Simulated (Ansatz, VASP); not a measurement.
# One calculation of AlN, two programs

Contents of INCAR:

```
PREC = Accurate
ENCUT = 600
EDIFF = 1E-6
ISMEAR = -1
SIGMA = 0.05
LREAL = False
LASPH = True
NELM = 120
ALGO = Normal
ISIF = 2
LWAVE = False
LCHARG = False
GGA = RP
IVDW = 12
NBANDS = 11
GGA_COMPAT = False
```

KPOINTS

```
regular mesh
0
Gamma
  10 10 10
```

Contents of POSCAR:

```
AlN
1.0
    0.0000000000      2.1544765148      2.1544765148
    2.1544765148      0.0000000000      2.1544765148
    2.1544765148      2.1544765148      0.0000000000
Al N
1 1
Direct
    0.0000000000      0.0000000000      0.0000000000
    0.2500000000      0.2500000000      0.2500000000
```

Contents of input.yaml:

```yaml
crystal:
  lattice:
    - [0.0, 2.1544765148, 2.1544765148]
    - [2.1544765148, 0.0, 2.1544765148]
    - [2.1544765148, 2.1544765148, 0.0]
  atoms:
    - { symbol: Al, position: [0.0, 0.0, 0.0] }
    - { symbol: "N", position: [0.25, 0.25, 0.25] }
hamiltonian:
  xc: rpbe
  pseudopotentials: { kind: paw }
  dispersion: d3bj
kpoints:
  mp_grid: { grid: [10, 10, 10] }
scf:
  occupations: { method: fermi_dirac, width: 0.05 }
output:
  forces: true
  stress: true
  eigenvalues: true
```

Alike in both runs: task single point; functional RPBE; dispersion D3(BJ); k mesh 10 × 10 × 10; occupations fermi-dirac, width 0.05 eV; no spin polarisation.

|  | VASP | Ansatz |
| --- | --- | --- |
| version | VASP 6.6.1 | Ansatz 0.2.0 |
| potentials or method | VASP PAW PBE potentials, release 64 (Al, N) | Ansatz PAW |
| plane-wave cutoff (eV) | 600 | 420 |
| valence electrons in the cell | 8 | 8 |

Ansatz gave:

| Quantity | Value |
| --- | --- |
| gap on the k mesh at the Fermi level (eV) | 3.39 |
| least direct gap on the mesh (eV) | 4.57 |
| pressure (GPa) | -4.7 |

Problem. Which values does VASP return?

Solution. gap on the k mesh at the Fermi level (eV): 3.38; least direct gap on the mesh (eV): 4.60; pressure (GPa): -5.5.

VASP's potentials were made for PBE, not for RPBE.
